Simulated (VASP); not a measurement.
# SnPb2Se3 (P-3m1) in VASP: notebook

SnPb2Se3 is run at these levels: PBE; tasks: single point.

All numbers are computed with VASP 6.6.1; they aren't measurements. Logs are shortened: lines on timing, memory, paths and dates and some standing lists are left out, and cuts for length are marked.

## Step 1: The cell of the first run

The structure is trigonal, space group P-3m1 (No. 164). The conventional cell has a = 4.352 Å, b = 4.352 Å, c = 10.660 Å, α = 90.00°, β = 90.00°, γ = 120.00°. Within 4.1 Å of Sn (site symmetry -3m) lie 6 Se at 3.08 Å. Pb (site symmetry 3m) has 6 Se at 3.08 Å within 4.1 Å. Within 4.1 Å of Se (site symmetry -3m) lie 6 Pb at 3.08 Å. Within 4.1 Å of Se (site symmetry 3m) lie 3 Pb at 3.08 Å and 3 Sn at 3.08 Å.

## Step 2: Single point, PBE

INCAR

```
SYSTEM = SnPb2Se3
ALGO = Normal
EDIFF = 1E-6
ENCUT = 520
GGA = PE
ISIF = 2
ISMEAR = 0
LASPH = .TRUE.
LCHARG = .TRUE.
LELF = .TRUE.
LREAL = .FALSE.
LVHAR = .TRUE.
LWAVE = .FALSE.
NBANDS = 39
NELM = 100
PREC = Accurate
SIGMA = 0.1
```

KPOINTS

```
k-points
0
G
  6 6 2
  0 0 0
```

POSCAR

```
SnPb2Se3
1.0
    4.3517509400      0.0000000000      0.0000000000
   -2.1758754700      3.7687268600      0.0000000000
    0.0000000000      0.0000000000     10.6595692900
Sn Pb Se
1 2 3
Direct
    0.0000000000      0.0000000000      0.5000000000
    0.6666666700      0.3333333300      0.8333333300
    0.3333333300      0.6666666700      0.1666666700
    0.0000000000      0.0000000000      0.0000000000
    0.6666666700      0.3333333300      0.3333333300
    0.3333333300      0.6666666700      0.6666666700
```

Potentials or basis: VASP PAW PBE potentials, release 64 (Sn_d, Pb_d, Se).

Command:

```
> cat potpaw_PBE.64/Sn_d/POTCAR potpaw_PBE.64/Pb_d/POTCAR potpaw_PBE.64/Se/POTCAR > POTCAR
> mpirun -np 1 vasp_std > vasp.out
```

OUTCAR:

```text
SYSTEM = SnPb2Se3
   EDIFF = 1E-6
   ENCUT = 520
   GGA = PE
   ISIF = 2
   ISMEAR = 0
   LASPH = .TRUE.
   LREAL = .FALSE.
   NELM = 100
   PREC = Accurate

 ion  position               nearest neighbor table
   1  0.000  0.000  0.500-   5 3.08   6 3.08   6 3.08   5 3.08   5 3.08   6 3.08
   2  0.667  0.333  0.833-   6 3.08   6 3.08   4 3.08   6 3.08   4 3.08   4 3.08
   3  0.333  0.667  0.167-   5 3.08   5 3.08   4 3.08   5 3.08   4 3.08   4 3.08
   4  0.000  0.000  0.000-   2 3.08   3 3.08   3 3.08   2 3.08   2 3.08   3 3.08
   5  0.667  0.333  0.333-   3 3.08   3 3.08   1 3.08   3 3.08   1 3.08   1 3.08
   6  0.333  0.667  0.667-   2 3.08   2 3.08   1 3.08   2 3.08   1 3.08   1 3.08

  LATTYP: Found a hexagonal cell.
 ALAT       =     4.3517509400
 C/A-ratio  =     2.4494897426

  Lattice vectors:

 A1 = (   4.3517509400,   0.0000000000,   0.0000000000)
 A2 = (  -2.1758754700,   3.7687268600,   0.0000000000)
 A3 = (   0.0000000000,   0.0000000000,  10.6595692900)

Analysis of symmetry for initial positions (statically):
=====================================================================
 Subroutine PRICEL returns:
 Original cell was already a primitive cell.

 Routine SETGRP: Setting up the symmetry group for a
 hexagonal supercell.

 Subroutine GETGRP returns: Found 12 space group operations
 (whereof 12 operations were pure point group operations)
 out of a pool of 24 trial point group operations.

The static configuration has the point symmetry D_3d.

Analysis of symmetry for dynamics (positions and initial velocities):
=====================================================================
 Subroutine PRICEL returns:
 Original cell was already a primitive cell.

 Routine SETGRP: Setting up the symmetry group for a
 hexagonal supercell.

 Subroutine GETGRP returns: Found 12 space group operations
 (whereof 12 operations were pure point group operations)
 out of a pool of 24 trial point group operations.

The dynamic configuration has the point symmetry D_3d.

 Subroutine INISYM returns: Found 12 space group operations
 (whereof 12 operations are pure point group operations),
 and found     1 'primitive' translations

----------------------------------------------------------------------------------------

                                     Primitive cell

  volume of cell :     174.8229

  direct lattice vectors                    reciprocal lattice vectors
     4.351750940  0.000000000  0.000000000     0.229792563  0.132670798  0.000000000
    -2.175875470  3.768726860  0.000000000     0.000000000  0.265341596  0.000000000
     0.000000000  0.000000000 10.659569290     0.000000000  0.000000000  0.093812421

  length of vectors
     4.351750940  4.351750936 10.659569290     0.265341596  0.265341596  0.093812421

  position of ions in fractional coordinates (direct lattice)
     0.000000000  0.000000000  0.500000000
     0.666666670  0.333333330  0.833333330
     0.333333330  0.666666670  0.166666670
     0.000000000  0.000000000  0.000000000
     0.666666670  0.333333330  0.333333330
     0.333333330  0.666666670  0.666666670

  ion indices of the primitive-cell ions
   primitive index   ion index
                 1           1
                 2           2
                 3           3
                 4           4
                 5           5
                 6           6

----------------------------------------------------------------------------------------

 KPOINTS: k-points

Automatic generation of k-mesh.
 Grid dimensions read from file:
 generate k-points for:    6    6    2

 Generating k-lattice:

  Cartesian coordinates                     Fractional coordinates (reciprocal lattice)
     0.038298760  0.022111800  0.000000000     0.166666667  0.000000000  0.000000000
     0.000000000  0.044223599  0.000000000     0.000000000  0.166666667  0.000000000
     0.000000000  0.000000000  0.046906210     0.000000000  0.000000000  0.500000000

  Length of vectors
     0.044223599  0.044223599  0.046906210

  Shift w.r.t. Gamma in fractional coordinates (k-lattice)
     0.000000000  0.000000000  0.000000000

 Subroutine IBZKPT returns following result:
 ===========================================

 Found     14 irreducible k-points:

 Following reciprocal coordinates:
            Coordinates               Weight
  0.000000  0.000000  0.000000      1.000000
  0.166667 -0.000000  0.000000      6.000000
  0.333333 -0.000000  0.000000      6.000000
  0.500000 -0.000000  0.000000      3.000000
  0.166667  0.166667  0.000000      6.000000
  0.333333  0.166667  0.000000     12.000000
  0.333333  0.333333  0.000000      2.000000
  0.000000  0.000000  0.500000      1.000000
  0.166667 -0.000000  0.500000      6.000000
  0.333333 -0.000000  0.500000      6.000000
  0.500000 -0.000000  0.500000      3.000000
  0.166667  0.166667  0.500000      6.000000
  0.333333  0.166667  0.500000     12.000000
  0.333333  0.333333  0.500000      2.000000
   k-points           NKPTS =     14   k-points in BZ     NKDIM =     14   number of bands    NBANDS=     39
   number of dos      NEDOS =    301   number of ions     NIONS =      6
   total plane-waves  NPLWV =  81920
   dimension x,y,z NGX =    32 NGY =   32 NGZ =   80
   dimension x,y,z NGXF=    64 NGYF=   64 NGZF=  160
   ions per type =               1   2   3
   NGX,Y,Z   is equivalent  to a cutoff of  12.22, 12.22, 12.48 a.u.
   NGXF,Y,Z  is equivalent  to a cutoff of  24.45, 24.45, 24.95 a.u.
 SYSTEM =  SnPb2Se3
   PREC   = accura    normal or accurate (medium, high low for compatibility)
   ISTART =      0    job   : 0-new  1-cont  2-samecut
   ICHARG =      2    charge: 1-file 2-atom 10-const
   ISPIN  =      1    spin polarized calculation?
   LNONCOLLINEAR =      F non collinear calculations
   LSORBIT =      F    spin-orbit coupling
   LASPH  =      T    aspherical Exc in radial PAW
   ENCUT  =  520.0 eV  38.22 Ry    6.18 a.u.   8.09  8.09 19.82*2*pi/ulx,y,z
   NELM   =    100;   NELMIN=  2; NELMDL= -5     # of ELM steps
   EDIFF  = 0.1E-05   stopping-criterion for ELM
   LREAL  =      F    real-space projection
[... 7 lines left out ...]
   TEBEG  =    0.0;   TEEND  =   0.0 temperature during run
   PSTRESS=    0.0 pullay stress
   NELECT =      60.0000    total number of electrons
   NUPDOWN=      -1.0000    fix difference up-down
   EMIN   =  10.00;   EMAX   =-10.00  energy-range for DOS
   EFERMI =   0.00;   METHOD = LEGACY
   ISMEAR =     0;   SIGMA  =   0.10  broadening in eV -4-tet -1-fermi 0-gaus
   EFERMI_NEDOS =   21; number of points for ismear=-14 and -15
   IALGO  =     38    algorithm
   IMIX   =      4    mixing-type and parameters
     AMIX     =   0.40;   BMIX     =  1.00
     AMIX_MAG =   1.60;   BMIX_MAG =  1.00
  volume/ion in A,a.u.               =      29.14       196.63
  Fermi-wavevector in a.u.,A,eV,Ry     =   1.146197  2.165998 17.874882  1.313767
  Thomas-Fermi vector in A             =   2.282882
   LORBIT       =      0    0 simple, 1 ext, 2 COOP (PROOUT), +10 PAW based schemes
   GGA     = PE    functional components
   LHFCALC =     F    Hartree Fock is set to
   AEXX    =    0.0000 exact exchange contribution
   IVDW    =     0    specifies the selected vdW correction
   LEPSILON=     F    determine dielectric tensor
   LRPA    =     F    only Hartree local field effects (RPA)
 non-spin polarized calculation
 Gauss-broadening in eV      SIGMA  =   0.10
  energy-cutoff  :      520.00
  volume of cell :      174.82
 maximum number of plane-waves:      4732
   NGX = 17   NGY = 17   NGZ = 39

 number of electron      60.0000001 magnetization

 Free energy of the ion-electron system (eV)
  ---------------------------------------------------
  ext. energy  EPLUGINS =         0.00000000
  ---------------------------------------------------
  free energy    TOTEN  =       -24.56688780 eV

  energy without entropy =      -24.56237545  energy(sigma->0) =      -24.56463162

 E-fermi :   5.0490     XC(G=0):  -9.4043

 val. band max:        4.9918822829   @ k =   0.5000  -0.0000   0.5000
 cond. band min:       5.1062387785   @ k =   0.5000  -0.0000   0.5000
 fundamental gap:      0.1143564956
 Fermi energy:         5.0490124591

 k-point     1 :       0.0000    0.0000    0.0000
  band No.  band energies     occupation
      1     -16.6461      2.00000
      2     -16.6461      2.00000
      3     -16.6457      2.00000
      4     -16.6401      2.00000
      5     -16.6401      2.00000
      6     -12.0109      2.00000
[... 31 lines left out ...]
     38       9.3545      0.00000
     39       9.3545      0.00000

 k-point     2 :       0.1667   -0.0000    0.0000
  band No.  band energies     occupation
      1     -16.6475      2.00000
      2     -16.6439      2.00000
      3     -16.6435      2.00000
      4     -16.6419      2.00000
      5     -16.6404      2.00000
      6     -12.0277      2.00000
[... 31 lines left out ...]
     38       8.7924      0.00000
     39       8.8370      0.00000

 k-point     3 :       0.3333   -0.0000    0.0000
  band No.  band energies     occupation
      1     -16.6512      2.00000
      2     -16.6450      2.00000
      3     -16.6414      2.00000
      4     -16.6399      2.00000
      5     -16.6378      2.00000
      6     -12.0658      2.00000
[... 31 lines left out ...]
     38       9.3862      0.00000
     39       9.5877      0.00000

 k-point     4 :       0.5000   -0.0000    0.0000
  band No.  band energies     occupation
      1     -16.6534      2.00000
      2     -16.6461      2.00000
      3     -16.6418      2.00000
      4     -16.6380      2.00000
      5     -16.6351      2.00000
      6     -12.0850      2.00000
[... 31 lines left out ...]
     38      10.2332      0.00000
     39      10.2426      0.00000
[... 334 lines left out ...]
     38       9.0184      0.00000
     39       9.4126      0.00000

 k-point    13 :       0.3333    0.1667    0.5000
  band No.  band energies     occupation
      1     -16.6506      2.00000
      2     -16.6444      2.00000
      3     -16.6432      2.00000
      4     -16.6396      2.00000
      5     -16.6365      2.00000
      6     -12.0711      2.00000
[... 31 lines left out ...]
     38       9.3329      0.00000
     39       9.9905      0.00000

 k-point    14 :       0.3333    0.3333    0.5000
  band No.  band energies     occupation
      1     -16.6469      2.00000
      2     -16.6469      2.00000
      3     -16.6403      2.00000
      4     -16.6403      2.00000
      5     -16.6394      2.00000
      6     -12.0607      2.00000
[... 31 lines left out ...]
     38       9.3586      0.00000
     39       9.4980      0.00000

------------------------ aborting loop because EDIFF is reached ----------------------------------------

  FORCE on cell =-STRESS in cart. coord.  units (eV):
  Direction    XX          YY          ZZ          XY          YZ          ZX
  --------------------------------------------------------------------------------------
  -------------------------------------------------------------------------------------
  Total        0.3671599      0.3671599      0.3879495     -0.0000000      0.0000000     -0.0000000
  in kB        3.3648635      3.3648635      3.5553919     -0.0000000      0.0000000     -0.0000000
  external PRESSURE =       3.4283730 kB  Pullay stress =       0.0000000 kB

 VOLUME and BASIS-vectors are now :
 -----------------------------------------------------------------------------
  energy-cutoff  :      520.00
  volume of cell :      174.82
      direct lattice vectors                 reciprocal lattice vectors
     4.351750940  0.000000000  0.000000000     0.229792563  0.132670798  0.000000000
    -2.175875470  3.768726860  0.000000000     0.000000000  0.265341596  0.000000000
     0.000000000  0.000000000 10.659569290     0.000000000  0.000000000  0.093812421

 POSITION                                       TOTAL-FORCE (eV/Angst)
 -----------------------------------------------------------------------------------
      0.00000      0.00000      5.32978        -0.000000      0.000000      0.000000
      2.17588      1.25624      8.88297         0.000000     -0.000000     -0.030028
     -0.00000      2.51248      1.77659        -0.000000      0.000000      0.030028
      0.00000      0.00000      0.00000        -0.000000      0.000000      0.000000
      2.17588      1.25624      3.55319         0.000000     -0.000000      0.295596
     -0.00000      2.51248      7.10638         0.000000      0.000000     -0.295596
 -----------------------------------------------------------------------------------
    total drift:                               -0.000000      0.000000      0.000000

  FREE ENERGIE OF THE ION-ELECTRON SYSTEM (eV)
  ---------------------------------------------------
  free  energy   TOTEN  =       -24.5668877989 eV

  energy  without entropy=      -24.5623754454  energy(sigma->0) =      -24.56463162
```

Wall time 86 s (1 thread of Intel Xeon Platinum 8259CL at 2.50GHz (Skylake/Cascade Lake), shared host); peak memory 0.32 GiB.

Results:

```
Free energy            : -24.5669 eV
Pressure               : 0.3 GPa
Largest force          : 0.296 eV/Å
Band gap on the k mesh : 0.11 eV
```

Forces on the atoms (eV/Å):
```
Sn   0.000  0.000  0.000
Pb   0.000  0.000 -0.030
Pb   0.000  0.000  0.030
Se   0.000  0.000  0.000
Se   0.000  0.000  0.296
Se   0.000  0.000 -0.296
```

Levels at points of the mesh, in eV from the valence-band top:
| k point | band 26 | band 27 | band 28 | band 29 | band 30 | band 31 | band 32 | band 33 | band 34 | band 35 |
| --- | --- | --- | --- | --- | --- | --- | --- | --- | --- | --- |
| (0.00, 0.00, 0.00) | -1.80 | -1.73 | -1.73 | -0.86 | -0.64 | 1.11 | 1.32 | 1.93 | 1.93 | 2.10 |
| (0.50, 0.00, 0.00) | -2.88 | -2.28 | -2.23 | -1.58 | -1.32 | 1.59 | 1.65 | 2.39 | 2.55 | 3.08 |
| (0.00, 0.00, 0.50) | -1.64 | -1.64 | -1.58 | -1.47 | 0.00 | 0.11 | 1.45 | 1.45 | 2.80 | 3.04 |
| (0.50, 0.00, 0.50) | -2.84 | -2.74 | -1.65 | -1.65 | 0.00 | 0.11 | 1.46 | 1.46 | 3.53 | 3.53 |

Caveat: spin-orbit coupling is left out, which moves the levels of the heavy elements. A k mesh can miss the band edges.

## Step 3: Single point, PBE

This run uses another cell than the first one, of 29.34 Å³/atom.

INCAR

```
ALGO     = Normal         # electronic algorithm
EDIFF    = 1E-7           # SCF threshold, eV
ENCUT    = 520            # plane-wave cutoff, eV
GGA      = PE             # functional
ISIF     = 2              # what is computed and relaxed
ISMEAR   = 0              # smearing method
LASPH    = T              # aspherical terms in the spheres
LCHARG   = T              # write CHGCAR
LELF     = T              # ELF
LREAL    = F              # projectors in reciprocal space
LVHAR    = T            
LWAVE    = F              # write WAVECAR
NBANDS   = 39             # bands
NELM     = 60             # most SCF steps
PREC     = Accurate       # precision mode
SIGMA    = 0.01           # smearing width, eV
```

KPOINTS

```
k-points
0
Gamma
  12 12 4
```

POSCAR

```
SnPb2Se3
1.0
    4.3608073764      0.0000000000      0.0000000000
   -2.1804036882      3.7765699690      0.0000000000
    0.0000000000      0.0000000000     10.6883620959
Sn Pb Se
1 2 3
Direct
    0.0000000000      0.0000000000      0.5000000000
    0.6666666667      0.3333333333      0.8305724744
    0.3333333333      0.6666666667      0.1694275256
    0.0000000000      0.0000000000      0.0000000000
    0.6666666667      0.3333333333      0.3399362239
    0.3333333333      0.6666666667      0.6600637761
```

Potentials or basis: VASP PAW PBE potentials, release 64 (Sn_d, Pb_d, Se).

Command:

```
> cat potpaw_PBE.64/Sn_d/POTCAR potpaw_PBE.64/Pb_d/POTCAR potpaw_PBE.64/Se/POTCAR > POTCAR
> mpirun -np 1 vasp_std > vasp.out
```

It took 7 min on 1 thread of Intel Xeon Platinum 8259CL at 2.50GHz (Skylake/Cascade Lake), shared host; peak memory 0.56 GiB.

It converged, with:

| Quantity | Value |
| --- | --- |
| Free energy | -24.5918 eV |
| Pressure | 0.0 GPa |
| Band gap on the k mesh | 0.12 eV |

Levels at points of the mesh, in eV from the valence-band top:
| k point | band 28 | band 29 | band 30 | band 31 | band 32 | band 33 |
| --- | --- | --- | --- | --- | --- | --- |
| (0.00, 0.00, 0.00) | -1.69 | -0.82 | -0.69 | 1.02 | 1.39 | 1.92 |
| (0.50, 0.00, 0.00) | -2.23 | -1.61 | -1.27 | 1.60 | 1.62 | 2.47 |
| (0.00, 0.00, 0.50) | -1.53 | -1.50 | -0.02 | 0.12 | 1.46 | 1.46 |
| (0.50, 0.00, 0.50) | -1.63 | -1.63 | 0.00 | 0.12 | 1.46 | 1.47 |

Caveat: spin-orbit coupling is left out, which moves the levels of the heavy elements. A k mesh can miss the band edges.
